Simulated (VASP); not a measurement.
Runs of VASP 6.6.1 on In. The structure is that of space group Fd-3m (No. 227), or close to it. The cells are those of the table. 

```csv
task,cell,k mesh,cutoff (eV),gap on the mesh (eV),pressure (GPa)
single point,"a = 4.645 Å, angles 60.0°, 2 atoms",6 × 6 × 6,520,none,(a)
single point,"a = 4.645 Å, angles 60.0°, 2 atoms",14 × 14 × 14,520,none,0.0
single point,"a = 4.402 Å, angles 60.0°, 2 atoms",6 × 6 × 6,520,none,6.5
relaxation of cell and atoms,"relaxed from a = 4.402 Å, angles 60.0°, 2 atoms",6 × 6 × 6,600,none,0.1
relaxation of cell and atoms,"relaxed from a = 4.645 Å, angles 60.0°, 2 atoms",14 × 14 × 14,600,none,0.0
```

Alike in all rows: level PBEsol; potentials or basis VASP PAW PBE potentials, release 64 (In_d); no spin polarisation; smearing gaussian 0.1 eV.

Q: Estimate the missing entries.

A: (a) 0.2.

Caveats: the PAW data sets were made with another functional, which shifts forces and pressure a little; spin-orbit coupling is left out, which moves the levels of the heavy elements; the relaxation stopped at its first step, so nothing moved (some runs).

A k mesh can miss the band edges, and the runs leave out spin-orbit coupling on In.

A gap of «none» marks levels without a gap at the run's occupations.
